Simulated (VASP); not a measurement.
Nb5O: relaxation of cell and atoms with PBE

Crystal: Nb5O.

```
Nb O
1.0
     0.00000    3.80588    3.80588
     3.80588    0.00000    3.80588
     3.80588    3.80588    0.00000
Nb O
5 1
Direct
  0.25000 0.25000 0.25000
  0.62269 0.62269 0.62269
  0.13194 0.62269 0.62269
  0.62269 0.13194 0.62269
  0.62269 0.62269 0.13194
  0.00000 0.00000 0.00000
```

The cell was generated, and may not be a known phase.

* Program: VASP 6.6.1
* Task: relaxation of cell and atoms
* Functional: PBE
* Potentials or basis: VASP PAW PBE potentials, release 64 (Nb_sv, O)
* Cutoff: 600 eV
* k mesh: 8 × 8 × 8
* Occupations: gaussian, width 0.1 eV
* Spin: no spin polarisation
* Dipole correction: no
* Further INCAR settings: ALGO = Normal; EDIFF = 1e-06; IBRION = 2; EDIFFG = -0.01; NSW = 100; ISIF = 3

```yaml
Relaxed_volume: 18.32 Å³/atom
Relaxed_cell: a = 5.377 Å, b = 5.377 Å, c = 5.377 Å, α = 60.00°, β = 60.00°, γ = 60.00°
Space_group_after_relaxing_to_0.1_Å: F-43m (No. 216)
Energy_gained_by_relaxing: 0.4 meV/atom
Ionic_steps: 5
Pressure_after_relaxing: 0.0 GPa
Band_gap_on_the_k_mesh: zero (an odd number of electrons rules out a gap without spin polarisation)
```

The path:
| step | energy change (eV) | largest force (eV/Å) | pressure (GPa) | volume (Å³) |
| --- | --- | --- | --- | --- |
| 1 | 0.0000 | 0.1629 | -0.54 | 110.25 |
| 2 | 0.0003 | 0.1286 | 0.85 | 109.26 |
| 3 | -0.0021 | 0.0253 | 0.13 | 109.77 |
| 4 | -0.0022 | 0.0105 | -0.04 | 109.94 |
| 5 | -0.0022 | 0.0004 | -0.03 | 109.90 |

Final structure:
```cif
data_structure
_symmetry_space_group_name_H-M 'P 1'
_symmetry_Int_Tables_number 1
_cell_length_a 5.3765
_cell_length_b 5.3765
_cell_length_c 5.3765
_cell_angle_alpha 60.000
_cell_angle_beta 60.000
_cell_angle_gamma 60.000
_cell_volume 109.90
loop_
_atom_site_label
_atom_site_type_symbol
_atom_site_fract_x
_atom_site_fract_y
_atom_site_fract_z
_atom_site_occupancy
Nb1 Nb 0.25000 0.25000 0.25000 1
Nb2 Nb 0.62232 0.62232 0.62232 1
Nb3 Nb 0.13303 0.62232 0.62232 1
Nb4 Nb 0.62232 0.13303 0.62232 1
Nb5 Nb 0.62232 0.62232 0.13303 1
O1 O 0.00000 0.00000 0.00000 1
```

Levels at points of the mesh, in eV from the Fermi level:
```csv
k point,band 33,band 34,band 35,band 36,band 37,band 38
"(0.00, 0.00, 0.00)",-0.78,-0.78,0.13,0.13,0.81,0.81
"(0.50, 0.00, 0.00)",-0.76,-0.76,-0.36,0.09,0.09,0.10
"(0.50, 0.50, 0.00)",-0.54,-0.31,-0.08,-0.08,0.06,0.41
```

Wall time 16 min on 1 thread of Intel Xeon 8259CL, with other jobs on the host, peak memory 0.41 GiB.
